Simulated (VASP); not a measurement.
# HC16 (a cell with a defect) in VASP: notebook

Runs on HC16 (a cell with a defect). Level: PBEsol. Tasks: single point.

Everything below comes from runs of VASP 6.6.1. Logs are shortened: lines on timing, memory, paths and dates and some standing lists are left out, and cuts for length are marked.

**1. The cell of the first run**

The cell holds a defect, 17 atoms: a = 5.049 Å, b = 5.049 Å, c = 5.049 Å, α = 60.00°, β = 60.00°, γ = 60.00°.

**2. Single point, PBEsol**

Contents of INCAR:

```
SYSTEM = HC16
PREC = Accurate ; ENCUT = 520
EDIFF = 1E-7 ; ISMEAR = 0
SIGMA = 0.02 ; LREAL = Auto
LASPH = .TRUE. ; NELM = 60
ALGO = Normal ; ISIF = 2
LWAVE = .FALSE. ; LCHARG = .TRUE.
GGA = PS ; LELF = .TRUE.
LVHAR = .TRUE. ; NBANDS = 46
NELECT = 64.0
```

Contents of KPOINTS:

```
Automatic mesh
0
G
  3 3 3
  0 0 0
```

Contents of POSCAR:

```
HC16
1.0
    0.0000000000      3.5700000000      3.5700000000
    3.5700000000      0.0000000000      3.5700000000
    3.5700000000      3.5700000000      0.0000000000
C H
16 1
Direct
   -0.0212201681      0.0099235294      0.0152717087
    0.1202551821      0.1208165266      0.1285252101
   -0.0111759104     -0.0004456583      0.5002750700
    0.1182522409      0.1341127451      0.6136393557
   -0.0110637255      0.4924519608      0.0068603641
    0.1189214286      0.6055175070      0.1409278711
   -0.0162162465      0.5024100840      0.5090873950
    0.1157161064      0.6221782913      0.6294435574
    0.4935585434     -0.0046008403      0.0030641457
    0.6124763305      0.1231505602      0.1308051821
    0.4912112045     -0.0001764706      0.5035577031
    0.6151158263      0.1241065826      0.6289609244
    0.4915438375      0.4957908964      0.0071894958
    0.6151764706      0.6212840336      0.1316876751
    0.4897850140      0.4975774510      0.5051343137
    0.6113519608      0.6240656863      0.6313749300
    1.1023969188      0.8441495798     -0.1447759104
```

Potentials or basis: VASP PAW PBE potentials, release 64 (C, H).

On the command line:

```
cat potpaw_PBE.64/C/POTCAR potpaw_PBE.64/H/POTCAR > POTCAR
mpirun -np 1 vasp_std > vasp.out
```

OUTCAR:

```text
SYSTEM = HC16
   PREC = Accurate
   ENCUT = 520
   EDIFF = 1E-7
   ISMEAR = 0
   LREAL = Auto
   LASPH = .TRUE.
   NELM = 60
   ISIF = 2
   GGA = PS
   NELECT = 64.0

 ion  position               nearest neighbor table
   1  0.979  0.010  0.015-  17 1.18   2 1.51  10 1.51   4 1.66   6 1.67
   2  0.120  0.121  0.129-   1 1.51   5 1.53   3 1.53   9 1.54
   3  0.989  1.000  0.500-   2 1.53  12 1.54   8 1.56   4 1.56
   4  0.118  0.134  0.614-  17 1.37   7 1.52  11 1.54   3 1.56   1 1.66
   5  0.989  0.492  0.007-   2 1.53  14 1.54   6 1.56   8 1.56
   6  0.119  0.606  0.141-  17 1.35   7 1.52  13 1.54   5 1.56   1 1.67
   7  0.984  0.502  0.509-   6 1.52   4 1.52   8 1.53  16 1.54
   8  0.116  0.622  0.629-   7 1.53  15 1.54   3 1.56   5 1.56
   9  0.494  0.995  0.003-   2 1.54  12 1.54  14 1.54  10 1.54
  10  0.612  0.123  0.131-   1 1.51  13 1.54  11 1.54   9 1.54
  11  0.491  1.000  0.504-  10 1.54   4 1.54  12 1.54  16 1.55
  12  0.615  0.124  0.629-  15 1.54  11 1.54   3 1.54   9 1.54
  13  0.492  0.496  0.007-  10 1.54   6 1.54  14 1.54  16 1.55
  14  0.615  0.621  0.132-  15 1.54  13 1.54   5 1.54   9 1.54
  15  0.490  0.498  0.505-  14 1.54  12 1.54   8 1.54  16 1.54
  16  0.611  0.624  0.631-   7 1.54  15 1.54  11 1.55  13 1.55
  17  0.102  0.844  0.855-   1 1.18   6 1.35   4 1.37

  LATTYP: Found a face centered cubic cell.
 ALAT       =     7.1400000000

  Lattice vectors:

 A1 = (   0.0000000000,   3.5700000000,   3.5700000000)
 A2 = (   3.5700000000,   0.0000000000,   3.5700000000)
 A3 = (   3.5700000000,   3.5700000000,   0.0000000000)

Analysis of symmetry for initial positions (statically):
=====================================================================
 Subroutine PRICEL returns:
 Original cell was already a primitive cell.

 Routine SETGRP: Setting up the symmetry group for a
 face centered cubic supercell.

 Subroutine GETGRP returns: Found  1 space group operations
 (whereof  1 operations were pure point group operations)
 out of a pool of 48 trial point group operations.

The static configuration has the point symmetry C_1 .

Analysis of symmetry for dynamics (positions and initial velocities):
=====================================================================
 Subroutine PRICEL returns:
 Original cell was already a primitive cell.

 Routine SETGRP: Setting up the symmetry group for a
 face centered cubic supercell.

 Subroutine GETGRP returns: Found  1 space group operations
 (whereof  1 operations were pure point group operations)
 out of a pool of 48 trial point group operations.

The dynamic configuration has the point symmetry C_1 .

 Subroutine INISYM returns: Found  1 space group operations
[... 125 lines left out ...]
   TEBEG  =    0.0;   TEEND  =   0.0 temperature during run
   PSTRESS=    0.0 pullay stress
   NELECT =      64.0000    total number of electrons
   NUPDOWN=      -1.0000    fix difference up-down
   EMIN   =  10.00;   EMAX   =-10.00  energy-range for DOS
   EFERMI =   0.00;   METHOD = LEGACY
   ISMEAR =     0;   SIGMA  =   0.02  broadening in eV -4-tet -1-fermi 0-gaus
   EFERMI_NEDOS =   21; number of points for ismear=-14 and -15
   IALGO  =     38    algorithm
   IMIX   =      4    mixing-type and parameters
     AMIX     =   0.40;   BMIX     =  1.00
     AMIX_MAG =   1.60;   BMIX_MAG =  1.00
  volume/ion in A,a.u.               =       5.35        36.12
  Fermi-wavevector in a.u.,A,eV,Ry     =   1.455872  2.751200 28.838420  2.119564
  Thomas-Fermi vector in A             =   2.572856
   LORBIT       =      0    0 simple, 1 ext, 2 COOP (PROOUT), +10 PAW based schemes
   GGA     = PS    functional components
   LHFCALC =     F    Hartree Fock is set to
   AEXX    =    0.0000 exact exchange contribution
   IVDW    =     0    specifies the selected vdW correction
   LEPSILON=     F    determine dielectric tensor
   LRPA    =     F    only Hartree local field effects (RPA)
 non-spin polarized calculation
 Gauss-broadening in eV      SIGMA  =   0.02
  energy-cutoff  :      520.00
  volume of cell :       91.00
 maximum number of plane-waves:      2453
 NGX is ok and might be reduce to    40
   NGX = 19   NGY = 19   NGZ = 19

 number of electron      64.0000000 magnetization

 Free energy of the ion-electron system (eV)
  ---------------------------------------------------
  ext. energy  EPLUGINS =         0.00000000
  ---------------------------------------------------
  free energy    TOTEN  =      -163.80402275 eV

  energy without entropy =     -163.80402275  energy(sigma->0) =     -163.80402275

 E-fermi :  10.0897     XC(G=0): -13.4296

 val. band max:        9.9360402678   @ k =   0.0000   0.0000   0.0000
 cond. band min:      12.4158614572   @ k =   0.0000   0.0000   0.0000
 fundamental gap:      2.4798211894
 Fermi energy:        10.0896557090

 k-point     1 :       0.0000    0.0000    0.0000
  band No.  band energies     occupation
      1     -12.0497      2.00000
      2      -6.9763      2.00000
      3      -5.9604      2.00000
      4      -5.9368      2.00000
      5      -5.8571      2.00000
      6      -4.8656      2.00000
[... 647 lines left out ...]
     43      19.1572      0.00000
     44      19.2203      0.00000
 [bands above 44 left out]

------------------------ aborting loop because EDIFF is reached ----------------------------------------

  FORCE on cell =-STRESS in cart. coord.  units (eV):
  Direction    XX          YY          ZZ          XY          YZ          ZX
  --------------------------------------------------------------------------------------
  -------------------------------------------------------------------------------------
  Total      -10.3942260    -10.1203488    -10.1396759      0.0507416     -1.7103272      0.2653787
  in kB     -183.0071644   -178.1851141   -178.5253997      0.8933872    -30.1130773      4.6724211
  external PRESSURE =    -179.9058927 kB  Pullay stress =       0.0000000 kB

 VOLUME and BASIS-vectors are now :
 -----------------------------------------------------------------------------
  energy-cutoff  :      520.00
  volume of cell :       91.00
      direct lattice vectors                 reciprocal lattice vectors
     0.000000000  3.570000000  3.570000000    -0.140056022  0.140056022  0.140056022
     3.570000000  0.000000000  3.570000000     0.140056022 -0.140056022  0.140056022
     3.570000000  3.570000000  0.000000000     0.140056022  0.140056022 -0.140056022

 POSITION                                       TOTAL-FORCE (eV/Angst)
 -----------------------------------------------------------------------------------
      0.08995      3.54876      3.52967         0.007498      0.007623      0.003020
      0.89015      0.88815      0.86063        -0.004540      0.003548      0.006984
      5.35439      5.31608      7.09851        -0.002411      0.008147      0.000243
      2.66947      2.61285      0.90094        -0.002450      0.006769     -0.012761
      1.78254      3.55499      5.28856        -0.003382     -0.005253      0.002085
      2.66481      0.92766      2.58625         0.009592     -0.004632      0.013186
[... 9 lines left out ...]
      4.48192      4.43654      4.41044         0.005006     -0.002435      0.005352
      6.06676      3.41871      3.37917        -0.012364      0.005929     -0.038624
 -----------------------------------------------------------------------------------
    total drift:                                0.006727     -0.020871      0.012360

  FREE ENERGIE OF THE ION-ELECTRON SYSTEM (eV)
  ---------------------------------------------------
  free  energy   TOTEN  =      -163.8040227523 eV

  energy  without entropy=     -163.8040227523  energy(sigma->0) =     -163.80402275
```

Wall time 47 s (1 thread of Intel Xeon 6975P-C (Granite Rapids), shared host); peak memory 0.24 GiB.

Results:

```yaml
Free_energy: -163.8040 eV
Largest_force: 0.041 eV/Å
```

Forces on the atoms (eV/Å):
```
C    0.007  0.008  0.003
C   -0.005  0.004  0.007
C   -0.002  0.008  0.000
C   -0.002  0.007 -0.013
C   -0.003 -0.005  0.002
C    0.010 -0.005  0.013
C    0.003  0.001 -0.002
C    0.003  0.000  0.001
C   -0.008 -0.006  0.003
C    0.006 -0.008  0.002
C   -0.008  0.004  0.005
C    0.002 -0.003  0.002
C    0.003 -0.006  0.005
C    0.004 -0.002  0.003
C   -0.002  0.000  0.002
C    0.005 -0.002  0.005
H   -0.012  0.006 -0.039
```

Caveat: the k points lie up to 0.51 Å⁻¹ apart; the cell carries a net charge on a neutralising background, which shifts energy and pressure; the cell is charged against a uniform background, so pressure and absolute levels hang on convention; the PAW data sets were made with another functional, which shifts forces and pressure a little.

(Continued in part 2 of 2.)
